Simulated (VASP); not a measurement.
# Ni (Fm-3m) in VASP: a series of runs

Ni is run at these levels: PBE+U; tasks: single point.

All numbers are computed with VASP 6.6.1; they aren't measurements. Logs are shortened: lines on timing, memory, paths and dates and some standing lists are left out, and cuts for length are marked.

### 1 The cell of the first run

It takes space group Fm-3m (No. 225, cubic). The conventional cell has a = 3.538 Å, b = 3.538 Å, c = 3.538 Å, α = 90.00°, β = 90.00°, γ = 90.00°. Ni (site symmetry m-3m) has 12 Ni at 2.50 Å within 3.3 Å.

### 2 Single point, PBE+U, collinear spin, ferromagnetic start

Contents of INCAR:

```
SYSTEM = Ni
PREC     = Accurate       ! precision mode
ENCUT    = 520            ! plane-wave cutoff, eV
EDIFF    = 1E-7           ! SCF threshold, eV
ISMEAR   = -1             ! smearing method
SIGMA    = 0.1            ! smearing width, eV
LREAL    = .False.        ! projectors in reciprocal space
LASPH    = .True.         ! aspherical terms in the spheres
NELM     = 150            ! most SCF steps
ALGO     = Normal         ! electronic algorithm
ISIF     = 2              ! what is computed and relaxed
LWAVE    = .False.        ! write WAVECAR
LCHARG   = .False.        ! write CHGCAR
ISPIN    = 2              ! spin polarisation
MAGMOM   = 2              ! initial moments
LORBIT   = 11             ! projections on sites
LMAXMIX  = 4              ! l up to which the mixer works
LDAU     = .True.         ! DFT+U
LDAUTYPE = 2            
LDAUL    = 2              ! shell
LDAUU    = 3.8            ! U, eV
LDAUJ    = 0            
LDAUPRINT= 1            
GGA      = PE             ! functional
NBANDS   = 15             ! bands
```

Contents of KPOINTS:

```
regular mesh
0
Gamma
  13 13 13
  0 0 0
```

Contents of POSCAR:

```
Ni
1.0
    0.0000000000      1.7691000000      1.7691000000
    1.7691000000      0.0000000000      1.7691000000
    1.7691000000      1.7691000000      0.0000000000
Ni
1
Direct
    0.0000000000      0.0000000000      0.0000000000
```

Potentials or basis: VASP PAW PBE potentials, release 64 (Ni).

The run is started by

```sh
$ cat potpaw_PBE.64/Ni/POTCAR > POTCAR
$ mpirun -np 1 vasp_std > vasp.out
```

OUTCAR:

```text
SYSTEM = Ni
   PREC = Accurate
   ENCUT = 520
   EDIFF = 1E-7
   ISMEAR = -1
   LREAL = .False.
   LASPH = .True.
   NELM = 150
   ISIF = 2
   ISPIN = 2
   LORBIT = 11
   GGA = PE

 ion  position               nearest neighbor table
   1  0.000  0.000  0.000-

  LATTYP: Found a face centered cubic cell.
 ALAT       =     3.5382000000

  Lattice vectors:

 A1 = (   0.0000000000,   1.7691000000,   1.7691000000)
 A2 = (   1.7691000000,   0.0000000000,   1.7691000000)
 A3 = (   1.7691000000,   1.7691000000,   0.0000000000)

Analysis of symmetry for initial positions (statically):
=====================================================================
 Subroutine PRICEL returns:
 Original cell was already a primitive cell.

 Routine SETGRP: Setting up the symmetry group for a
 face centered cubic supercell.

 Subroutine GETGRP returns: Found 48 space group operations
 (whereof 48 operations were pure point group operations)
 out of a pool of 48 trial point group operations.

The static configuration has the point symmetry O_h .

Analysis of symmetry for dynamics (positions and initial velocities):
=====================================================================
 Subroutine PRICEL returns:
 Original cell was already a primitive cell.

 Routine SETGRP: Setting up the symmetry group for a
 face centered cubic supercell.

 Subroutine GETGRP returns: Found 48 space group operations
 (whereof 48 operations were pure point group operations)
 out of a pool of 48 trial point group operations.

The dynamic configuration has the point symmetry O_h .

Analysis of structural, dynamic, and magnetic symmetry:
=====================================================================
 Subroutine PRICEL returns:
 Original cell was already a primitive cell.

 Routine SETGRP: Setting up the symmetry group for a
 face centered cubic supercell.

 Subroutine GETGRP returns: Found 48 space group operations
 (whereof 48 operations were pure point group operations)
 out of a pool of 48 trial point group operations.

The overall configuration has the point symmetry O_h .

 Subroutine INISYM returns: Found 48 space group operations
 (whereof 48 operations are pure point group operations),
 and found     1 'primitive' translations

----------------------------------------------------------------------------------------

                                     Primitive cell

  volume of cell :      11.0736

  direct lattice vectors                    reciprocal lattice vectors
     0.000000000  1.769100000  1.769100000    -0.282629586  0.282629586  0.282629586
     1.769100000  0.000000000  1.769100000     0.282629586 -0.282629586  0.282629586
     1.769100000  1.769100000  0.000000000     0.282629586  0.282629586 -0.282629586

  length of vectors
     2.501885213  2.501885213  2.501885213     0.489528802  0.489528802  0.489528802

  position of ions in fractional coordinates (direct lattice)
     0.000000000  0.000000000  0.000000000

  ion indices of the primitive-cell ions
   primitive index   ion index
                 1           1

----------------------------------------------------------------------------------------

 KPOINTS: regular mesh

Automatic generation of k-mesh.
 Grid dimensions read from file:
 generate k-points for:   13   13   13

 Generating k-lattice:

  Cartesian coordinates                     Fractional coordinates (reciprocal lattice)
    -0.021740737  0.021740737  0.021740737     0.076923077  0.000000000  0.000000000
     0.021740737 -0.021740737  0.021740737     0.000000000  0.076923077  0.000000000
[... 55 lines left out ...]
   LASPH  =      T    aspherical Exc in radial PAW
   ENCUT  =  520.0 eV  38.22 Ry    6.18 a.u.   4.65  4.65  4.65*2*pi/ulx,y,z
   NELM   =    150;   NELMIN=  2; NELMDL= -5     # of ELM steps
   EDIFF  = 0.1E-06   stopping-criterion for ELM
   LREAL  =      F    real-space projection
   EDIFFG = 0.1E-05   stopping-criterion for IOM
   NSW    =      0    number of steps for IOM
   IBRION =     -1    ionic relax: 0-MD 1-quasi-New 2-CG
   NFREE  =      0    steps in history (QN), initial steepest desc. (CG)
   ISIF   =      2    stress and relaxation
   ISYM   =      2    0-nonsym 1-usesym 2-fastsym
   POTIM  = 0.5000    time-step for ionic-motion
   TEBEG  =    0.0;   TEEND  =   0.0 temperature during run
   PSTRESS=    0.0 pullay stress
   NELECT =      10.0000    total number of electrons
   NUPDOWN=      -1.0000    fix difference up-down
   EMIN   =  10.00;   EMAX   =-10.00  energy-range for DOS
   EFERMI =   0.00;   METHOD = LEGACY
   ISMEAR =    -1;   SIGMA  =   0.10  broadening in eV -4-tet -1-fermi 0-gaus
   EFERMI_NEDOS =   21; number of points for ismear=-14 and -15
   IALGO  =     38    algorithm
   IMIX   =      4    mixing-type and parameters
     AMIX     =   0.40;   BMIX     =  1.00
     AMIX_MAG =   1.60;   BMIX_MAG =  1.00
  volume/ion in A,a.u.               =      11.07        74.73
  Fermi-wavevector in a.u.,A,eV,Ry     =   1.582386  2.990276 34.068249  2.503946
  Thomas-Fermi vector in A             =   2.682317
   LORBIT       =     11    0 simple, 1 ext, 2 COOP (PROOUT), +10 PAW based schemes
 LDA+U is selected, type is set to LDAUTYPE =  2
   angular momentum for each species LDAUL =     2
   U (eV)           for each species LDAUU =   3.8
   J (eV)           for each species LDAUJ =   0.0
   GGA     = PE    functional components
   LHFCALC =     F    Hartree Fock is set to
   AEXX    =    0.0000 exact exchange contribution
   IVDW    =     0    specifies the selected vdW correction
   LEPSILON=     F    determine dielectric tensor
   LRPA    =     F    only Hartree local field effects (RPA)
 spin polarized calculation
  energy-cutoff  :      520.00
  volume of cell :       11.07
 maximum number of plane-waves:       307
   NGX =  9   NGY =  9   NGZ =  9

atom =   1  type =  1  l = 2

 onsite density matrix

spin component  1

  0.9288  0.0000 -0.0000 -0.0000 -0.0000
  0.0000  0.9288  0.0000 -0.0000 -0.0000
 -0.0000  0.0000  0.9356  0.0000 -0.0000
 -0.0000 -0.0000  0.0000  0.9288  0.0000
 -0.0000 -0.0000 -0.0000  0.0000  0.9356

spin component  2

  0.6718 -0.0000  0.0000  0.0000 -0.0000
 -0.0000  0.6718  0.0000  0.0000 -0.0000
  0.0000  0.0000  0.8999 -0.0000 -0.0000
  0.0000  0.0000 -0.0000  0.6718 -0.0000
 -0.0000 -0.0000 -0.0000 -0.0000  0.8999

 occupancies and eigenvectors

  o =  0.6718  v =  0.0000  0.0000  0.0000  0.0000  0.0000  1.0000  0.0000  0.0000  0.0000  0.0000      0.0000  0.0000  0.0000  0.0000  0.0000  0.0000  0.0000  0.0000  0.0000  0.0000
  o =  0.6718  v =  0.0000  0.0000  0.0000  0.0000  0.0000  0.0000 -0.0553  0.0000 -0.9985  0.0000      0.0000  0.0000  0.0000  0.0000  0.0000  0.0000  0.0000  0.0000  0.0000  0.0000
  o =  0.6718  v =  0.0000  0.0000  0.0000  0.0000  0.0000  0.0000  0.9985 -0.0000 -0.0553 -0.0000      0.0000  0.0000  0.0000  0.0000  0.0000  0.0000  0.0000  0.0000  0.0000  0.0000
  o =  0.8999  v =  0.0000  0.0000  0.0000  0.0000  0.0000  0.0000 -0.0000  0.1072 -0.0000 -0.9942      0.0000  0.0000  0.0000  0.0000  0.0000  0.0000  0.0000  0.0000  0.0000  0.0000
  o =  0.8999  v =  0.0000  0.0000  0.0000  0.0000  0.0000  0.0000 -0.0000 -0.9942 -0.0000 -0.1072      0.0000  0.0000  0.0000  0.0000  0.0000  0.0000  0.0000  0.0000  0.0000  0.0000
  o =  0.9288  v =  0.0000  0.9427 -0.0000 -0.3336 -0.0000  0.0000  0.0000  0.0000  0.0000  0.0000      0.0000  0.0000  0.0000  0.0000  0.0000  0.0000  0.0000  0.0000  0.0000  0.0000
  o =  0.9288  v =  1.0000  0.0000  0.0000  0.0000  0.0000  0.0000  0.0000  0.0000  0.0000  0.0000      0.0000  0.0000  0.0000  0.0000  0.0000  0.0000  0.0000  0.0000  0.0000  0.0000
  o =  0.9288  v =  0.0000 -0.3336  0.0000 -0.9427  0.0000  0.0000  0.0000  0.0000  0.0000  0.0000      0.0000  0.0000  0.0000  0.0000  0.0000  0.0000  0.0000  0.0000  0.0000  0.0000
  o =  0.9356  v =  0.0000  0.0000  0.9264  0.0000  0.3766  0.0000  0.0000  0.0000  0.0000  0.0000      0.0000  0.0000  0.0000  0.0000  0.0000  0.0000  0.0000  0.0000  0.0000  0.0000
  o =  0.9356  v =  0.0000  0.0000  0.3766 -0.0000 -0.9264  0.0000  0.0000  0.0000  0.0000  0.0000      0.0000  0.0000  0.0000  0.0000  0.0000  0.0000  0.0000  0.0000  0.0000  0.0000

 number of electron      10.0000009 magnetization       0.7582775

 Free energy of the ion-electron system (eV)
  ---------------------------------------------------
  ext. energy  EPLUGINS =         0.00000000
  ---------------------------------------------------
  free energy    TOTEN  =        -3.12103295 eV

  energy without entropy =       -3.08039637  energy(sigma->0) =       -3.10071466

 E-fermi :   8.7629     XC(G=0): -13.0859

 val. band max:        8.7618635560   @ k =   0.3846   0.2308   0.0000
 cond. band min:       8.7906895649   @ k =  -0.3077   0.3077   0.0000
 fundamental gap:      0.0288260089
 Fermi energy:         8.7629082206

 spin component 1

 k-point     1 :       0.0000    0.0000    0.0000
  band No.  band energies     occupation
      1       0.2942      1.00000
      2       5.3432      1.00000
      3       5.3432      1.00000
      4       5.3432      1.00000
      5       6.6235      1.00000
      6       6.6236      1.00000
      7      32.7833      0.00000
      8      36.4823      0.00000
      9      36.4823      0.00000
     10      36.4823      0.00000
     11      37.0631      0.00000
     12      37.0631      0.00000
[... 841 lines left out ...]
      4       7.1715      1.00000
      5       8.9094      0.18768
      6      10.1419      0.00000
      7      17.0818      0.00000
      8      27.2128      0.00000
      9      29.1614      0.00000
     10      31.3977      0.00000
     11      40.6693      0.00000
     12      40.7139      0.00000
     13      44.2313      0.00000
     14      47.5359      0.00000
     15      56.4219      0.00000

 [... further k-points ...]
[... 5 lines left out ...]
  --------------------------------------------------------------------------------------
  -------------------------------------------------------------------------------------
  Total       -0.5390117     -0.5390117     -0.5390117     -0.0000000      0.0000000      0.0000000
  in kB      -77.9868996    -77.9868996    -77.9868996     -0.0000000      0.0000000      0.0000000
  external PRESSURE =     -77.9868996 kB  Pullay stress =       0.0000000 kB

 VOLUME and BASIS-vectors are now :
 -----------------------------------------------------------------------------
  energy-cutoff  :      520.00
  volume of cell :       11.07
      direct lattice vectors                 reciprocal lattice vectors
     0.000000000  1.769100000  1.769100000    -0.282629586  0.282629586  0.282629586
     1.769100000  0.000000000  1.769100000     0.282629586 -0.282629586  0.282629586
     1.769100000  1.769100000  0.000000000     0.282629586  0.282629586 -0.282629586

 POSITION                                       TOTAL-FORCE (eV/Angst)
 -----------------------------------------------------------------------------------
      0.00000      0.00000      0.00000         0.000000      0.000000     -0.000000
 -----------------------------------------------------------------------------------
    total drift:                               -0.000000     -0.000000     -0.000000

  FREE ENERGIE OF THE ION-ELECTRON SYSTEM (eV)
  ---------------------------------------------------
  free  energy   TOTEN  =        -3.1210329481 eV

  energy  without entropy=       -3.0803963749  energy(sigma->0) =       -3.10071466

 total charge

# of ion       s       p       d       tot
------------------------------------------
    1        0.478   0.439   8.445   9.363

 magnetization (x)

# of ion       s       p       d       tot
------------------------------------------
    1       -0.012  -0.040   0.844   0.792
```

Run time: 20 s. Hardware: 1 thread of AMD EPYC 9R45 (Zen 5), shared host; peak memory 0.11 GiB.

What came out:

```
Free energy                                           : -3.1210 eV
Pressure                                              : -7.8 GPa
Net moment                                            : 0.76 μB per cell
Site moments                                          : Ni +0.79 μB
Valence electrons inside the program's atomic spheres : Ni 9.36
```

Eigenvalues of the final occupation matrices:
```tsv
site	spin	trace	eigenvalues
site 1 d	1	4.66	0.93 0.93 0.93 0.94 0.94
site 1 d	2	3.82	0.67 0.67 0.67 0.90 0.90
```

Caveat: the U is typed as a test and isn't derived for this compound.

### 3 Single point, PBE+U, collinear spin, ferromagnetic start

Contents of INCAR:

```
PREC = Accurate ; ENCUT = 520
EDIFF = 1E-6 ; ISMEAR = -1
SIGMA = 0.1 ; LREAL = F
LASPH = T ; NELM = 150
ALGO = Normal ; ISIF = 2
LWAVE = F ; LCHARG = T
ISPIN = 2 ; MAGMOM = 2
LORBIT = 11 ; LMAXMIX = 4
LDAU = T ; LDAUTYPE = 2
LDAUL = 2 ; LDAUU = 3.8
LDAUJ = 0 ; LDAUPRINT = 1
GGA = PE ; LELF = T
LVHAR = T ; NBANDS = 15
```

Contents of KPOINTS:

```
regular mesh
0
Gamma
  13 13 13
```

POSCAR is that of step 2.

Potentials or basis: VASP PAW PBE potentials, release 64 (Ni).

The run is started by

```sh
$ cat potpaw_PBE.64/Ni/POTCAR > POTCAR
$ mpirun -np 1 vasp_std > vasp.out
```

Run time: 18 s. Hardware: 1 thread of AMD EPYC 9R45 (Zen 5), shared host; peak memory 0.11 GiB.

Results (log left out):

```
Free energy                                           : -3.1210 eV
Pressure                                              : -7.7 GPa
Net moment                                            : 0.76 μB per cell
Site moments                                          : Ni +0.79 μB
Valence electrons inside the program's atomic spheres : Ni 9.36
```

Levels at points of the mesh, in eV from the Fermi level:
Spin up:
```csv
k point,band 2,band 3,band 4,band 5,band 6,band 7,band 8,band 9
"(0.00, 0.00, 0.00)",-3.42,-3.42,-3.42,-2.14,-2.14,24.02,27.72,27.72
```
Spin down:
| k point | band 2 | band 3 | band 4 | band 5 | band 6 | band 7 | band 8 | band 9 |
| --- | --- | --- | --- | --- | --- | --- | --- | --- |
| (0.00, 0.00, 0.00) | -1.44 | -1.44 | -1.44 | -1.42 | -1.42 | 23.69 | 27.63 | 27.63 |

Eigenvalues of the final occupation matrices:
```csv
site,spin,trace,eigenvalues
site 1 d,1,4.66,0.93 0.93 0.93 0.94 0.94
site 1 d,2,3.82,0.67 0.67 0.67 0.90 0.90
```

Caveat: the U is typed as a test and isn't derived for this compound.
